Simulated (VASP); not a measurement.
# MgO (F-43m) in VASP: settings compared, part 2 of 3

VASP 6.6.1.

## Step 4: Single point, PBEsol

INCAR reads:

```
PREC = Accurate ; ENCUT = 600
EDIFF = 1E-6 ; ISMEAR = 1
SIGMA = 0.2 ; LREAL = False
LASPH = True ; NELM = 120
ALGO = Normal ; ISIF = 2
LWAVE = False ; LCHARG = True
GGA = PS ; LELF = True
LVHAR = True ; NBANDS = 11
GGA_COMPAT = False
```

KPOINTS reads:

```
regular mesh
0
Gamma
  6 6 6
```

POSCAR reads:

```
MgO
1.0
    0.0000000000      2.2820056624      2.2820056624
    2.2820056624      0.0000000000      2.2820056624
    2.2820056624      2.2820056624      0.0000000000
Mg O
1 1
Direct
    0.0000000000      0.0000000000      0.0000000000
    0.2500000000      0.2500000000      0.2500000000
```

Potentials or basis: VASP PAW PBE potentials, release 64 (Mg, O).

Command:

```bash
cat potpaw_PBE.64/Mg/POTCAR potpaw_PBE.64/O/POTCAR > POTCAR
mpirun -np 1 vasp_std > vasp.out
```

OUTCAR:

```text
PREC = Accurate
   ENCUT = 600
   EDIFF = 1E-6
   ISMEAR = 1
   LREAL = False
   LASPH = True
   NELM = 120
   ISIF = 2
   GGA = PS

 ion  position               nearest neighbor table
   1  0.000  0.000  0.000-   2 1.98   2 1.98   2 1.98   2 1.98
   2  0.250  0.250  0.250-   1 1.98   1 1.98   1 1.98   1 1.98

  LATTYP: Found a face centered cubic cell.
 ALAT       =     4.5640113248

  Lattice vectors:

 A1 = (   0.0000000000,   2.2820056624,   2.2820056624)
 A2 = (   2.2820056624,   0.0000000000,   2.2820056624)
 A3 = (   2.2820056624,   2.2820056624,   0.0000000000)

Analysis of symmetry for initial positions (statically):
=====================================================================
 Subroutine PRICEL returns:
 Original cell was already a primitive cell.

 Routine SETGRP: Setting up the symmetry group for a
 face centered cubic supercell.

 Subroutine GETGRP returns: Found 24 space group operations
 (whereof 24 operations were pure point group operations)
 out of a pool of 48 trial point group operations.

The static configuration has the point symmetry T_d .

[... 161 lines left out ...]
      1     -15.1635      2.00000
      2       0.6576      1.63488
      3       0.6576      1.63488
      4       0.6576      1.63488
      5       4.1884     -0.00000
      6      17.3631      0.00000
      7      17.3631      0.00000
      8      17.3631      0.00000
      9      20.8763      0.00000
     10      20.8763      0.00000
     11      20.9266      0.00000
[... 197 lines left out ...]
 k-point    16 :      -0.3333    0.5000    0.1667
  band No.  band energies     occupation
      1     -14.2702      2.00000
      2      -1.4966      2.00000
      3      -0.5936      2.00000
      4      -0.3358      2.00000
      5       7.7946      0.00000
      6      12.0723      0.00000
      7      14.5517      0.00000
      8      15.1258      0.00000
      9      19.0420      0.00000
     10      23.3368      0.00000
     11      24.4478      0.00000

------------------------ aborting loop because EDIFF is reached ----------------------------------------

  FORCE on cell =-STRESS in cart. coord.  units (eV):
  Direction    XX          YY          ZZ          XY          YZ          ZX
  --------------------------------------------------------------------------------------
  -------------------------------------------------------------------------------------
  Total        0.0659436      0.0659436      0.0659436      0.0000000      0.0000000      0.0000000
  in kB        4.4453207      4.4453207      4.4453207      0.0000000      0.0000000      0.0000000
  external PRESSURE =       4.4453207 kB  Pullay stress =       0.0000000 kB

 VOLUME and BASIS-vectors are now :
 -----------------------------------------------------------------------------
  energy-cutoff  :      600.00
  volume of cell :       23.77
      direct lattice vectors                 reciprocal lattice vectors
     0.000000000  2.282005662  2.282005662    -0.219105504  0.219105504  0.219105504
     2.282005662  0.000000000  2.282005662     0.219105504 -0.219105504  0.219105504
     2.282005662  2.282005662  0.000000000     0.219105504  0.219105504 -0.219105504

 POSITION                                       TOTAL-FORCE (eV/Angst)
 -----------------------------------------------------------------------------------
      0.00000      0.00000      0.00000         0.000000      0.000000      0.000000
      1.14100      1.14100      1.14100        -0.000000     -0.000000     -0.000000
 -----------------------------------------------------------------------------------
    total drift:                                0.000000      0.000000      0.000000

  FREE ENERGIE OF THE ION-ELECTRON SYSTEM (eV)
  ---------------------------------------------------
  free  energy   TOTEN  =       -12.2038806973 eV

  energy  without entropy=      -12.2107279684  energy(sigma->0) =      -12.20616312
```

stdout:

```text
POSCAR found type information on POSCAR MgO
 POSCAR found :  2 types and       2 ions
 scaLAPACK will be used
 -----------------------------------------------------------------------------
|                                                                             |
|                                                                             |
|     You enforced a specific xc type in the INCAR file but a different       |
|     I HOPE YOU KNOW WHAT YOU ARE DOING!                                     |
|                                                                             |
 -----------------------------------------------------------------------------

 LDA part: xc-table for (Slater+PW92), standard interpolation
 POSCAR, INCAR and KPOINTS ok, starting setup
 FFT: planning ... GRIDC
 FFT: planning ... GRID_SOFT
 FFT: planning ... GRID
 WAVECAR not read
 entering main loop
```

It used 10 s of CPU time on 1 thread of AMD EPYC 7R13 Processor (Zen 3) (shared host).

Results:

```yaml
Free_energy: -12.2039 eV
Pressure: 0.4 GPa
Band_gap_on_the_k_mesh: 3.53 eV, direct
```

Levels at points of the mesh, in eV from the valence-band top:
```tsv
k point	band 1	band 2	band 3	band 4	band 5	band 6	band 7	band 8	band 9
(0.00, 0.00, 0.00)	-15.82	0.00	0.00	0.00	3.53	16.71	16.71	16.71	20.22
(0.50, 0.00, 0.00)	-15.13	-3.09	-0.18	-0.18	8.66	9.58	14.50	14.50	19.52
(0.50, 0.50, 0.00)	-14.93	-2.55	-0.75	-0.75	6.10	11.39	14.07	16.56	16.56
```

Caveat: the PAW data sets were made with another functional, which shifts forces and pressure a little.

## Step 5: Single point, PBEsol

INCAR reads:

```
SYSTEM = MgO
ALGO = Normal
EDIFF = 1E-6
ENCUT = 600
GGA = PS
GGA_COMPAT = .False.
ISIF = 2
ISMEAR = 0
LASPH = .True.
LCHARG = .False.
LREAL = .False.
LWAVE = .False.
NBANDS = 11
NELM = 120
PREC = Accurate
SIGMA = 0.001
```

KPOINTS reads:

```
k-points
0
Gamma
  6 6 6
  0 0 0
```

POSCAR is that of step 4.

Potentials or basis: VASP PAW PBE potentials, release 64 (Mg, O).

Command:

```bash
cat potpaw_PBE.64/Mg/POTCAR potpaw_PBE.64/O/POTCAR > POTCAR
mpirun -np 1 vasp_std > vasp.out
```

OUTCAR:

```text
SYSTEM = MgO
   EDIFF = 1E-6
   ENCUT = 600
   GGA = PS
   ISIF = 2
   ISMEAR = 0
   LASPH = .True.
   LREAL = .False.
   NELM = 120
   PREC = Accurate

 ion  position               nearest neighbor table
   1  0.000  0.000  0.000-   2 1.98   2 1.98   2 1.98   2 1.98
   2  0.250  0.250  0.250-   1 1.98   1 1.98   1 1.98   1 1.98

  LATTYP: Found a face centered cubic cell.
 ALAT       =     4.5640113248

  Lattice vectors:

 A1 = (   0.0000000000,   2.2820056624,   2.2820056624)
 A2 = (   2.2820056624,   0.0000000000,   2.2820056624)
 A3 = (   2.2820056624,   2.2820056624,   0.0000000000)

Analysis of symmetry for initial positions (statically):
[... 5 lines left out ...]
 face centered cubic supercell.

 Subroutine GETGRP returns: Found 24 space group operations
 (whereof 24 operations were pure point group operations)
 out of a pool of 48 trial point group operations.

The static configuration has the point symmetry T_d .

Analysis of symmetry for dynamics (positions and initial velocities):
[... 5 lines left out ...]
 face centered cubic supercell.

 Subroutine GETGRP returns: Found 24 space group operations
 (whereof 24 operations were pure point group operations)
 out of a pool of 48 trial point group operations.

[... 149 lines left out ...]
      1     -15.1625      2.00000
      2       0.6587      2.00000
      3       0.6587      2.00000
      4       0.6587      2.00000
      5       4.1886      0.00000
      6      17.3633      0.00000
      7      17.3633      0.00000
      8      17.3633      0.00000
      9      20.8765      0.00000
     10      20.8765      0.00000
     11      20.9266      0.00000
[... 197 lines left out ...]
 k-point    16 :      -0.3333    0.5000    0.1667
  band No.  band energies     occupation
      1     -14.2690      2.00000
      2      -1.4958      2.00000
      3      -0.5927      2.00000
      4      -0.3349      2.00000
      5       7.7947      0.00000
      6      12.0727      0.00000
      7      14.5521      0.00000
      8      15.1260      0.00000
      9      19.0422      0.00000
     10      23.3370      0.00000
     11      24.4481      0.00000

------------------------ aborting loop because EDIFF is reached ----------------------------------------

  FORCE on cell =-STRESS in cart. coord.  units (eV):
  Direction    XX          YY          ZZ          XY          YZ          ZX
  --------------------------------------------------------------------------------------
  -------------------------------------------------------------------------------------
  Total        0.0676209      0.0676209      0.0676209     -0.0000000     -0.0000000     -0.0000000
  in kB        4.5583913      4.5583913      4.5583913     -0.0000000     -0.0000000     -0.0000000
  external PRESSURE =       4.5583913 kB  Pullay stress =       0.0000000 kB

 VOLUME and BASIS-vectors are now :
 -----------------------------------------------------------------------------
  energy-cutoff  :      600.00
  volume of cell :       23.77
      direct lattice vectors                 reciprocal lattice vectors
     0.000000000  2.282005662  2.282005662    -0.219105504  0.219105504  0.219105504
     2.282005662  0.000000000  2.282005662     0.219105504 -0.219105504  0.219105504
     2.282005662  2.282005662  0.000000000     0.219105504  0.219105504 -0.219105504

 POSITION                                       TOTAL-FORCE (eV/Angst)
 -----------------------------------------------------------------------------------
      0.00000      0.00000      0.00000         0.000000     -0.000000      0.000000
      1.14100      1.14100      1.14100        -0.000000      0.000000     -0.000000
 -----------------------------------------------------------------------------------
    total drift:                                0.000000      0.000000      0.000000

  FREE ENERGIE OF THE ION-ELECTRON SYSTEM (eV)
  ---------------------------------------------------
  free  energy   TOTEN  =       -12.2070938031 eV

  energy  without entropy=      -12.2070938031  energy(sigma->0) =      -12.20709380
```

OSZICAR:

```text
N       E                     dE             d eps       ncg     rms          rms(c)
DAV:   1     0.184946993844E+02    0.18495E+02   -0.46566E+03   376   0.705E+02
DAV:   2    -0.133433706952E+02   -0.31838E+02   -0.31137E+02   414   0.142E+02
DAV:   3    -0.141799624170E+02   -0.83659E+00   -0.83610E+00   426   0.219E+01
DAV:   4    -0.141826401693E+02   -0.26778E-02   -0.26777E-02   394   0.142E+00
DAV:   5    -0.141826517506E+02   -0.11581E-04   -0.11581E-04   411   0.916E-02    0.778E+00
DAV:   6    -0.122668524035E+02    0.19158E+01   -0.12103E+01   385   0.180E+01    0.274E+00
DAV:   7    -0.122239100994E+02    0.42942E-01   -0.11535E-01   391   0.272E+00    0.150E+00
DAV:   8    -0.122079974436E+02    0.15913E-01   -0.44983E-02   370   0.234E+00    0.335E-01
DAV:   9    -0.122073782604E+02    0.61918E-03   -0.56900E-04   417   0.168E-01    0.232E-01
DAV:  10    -0.122070956233E+02    0.28264E-03   -0.12811E-03   376   0.278E-01    0.136E-02
DAV:  11    -0.122070937549E+02    0.18684E-05   -0.19294E-05   406   0.254E-02    0.640E-03
DAV:  12    -0.122070938031E+02   -0.48148E-07   -0.14660E-06   376   0.811E-03
   1 F= -.12207094E+02 E0= -.12207094E+02  d E =0.000000E+00
```

It used 9.1 s of CPU time on 1 thread of AMD EPYC 7R13 Processor (Zen 3), with other jobs on the host.

Results:

- Free energy: -12.2071 eV
- Pressure: 0.5 GPa
- Band gap on the k mesh: 3.53 eV, direct

Caveat: the PAW data sets were made with another functional, which shifts forces and pressure a little. A hybrid or GW would open this gap; PBEsol tends to underestimate it.

(Continued in part 3 of 3.)
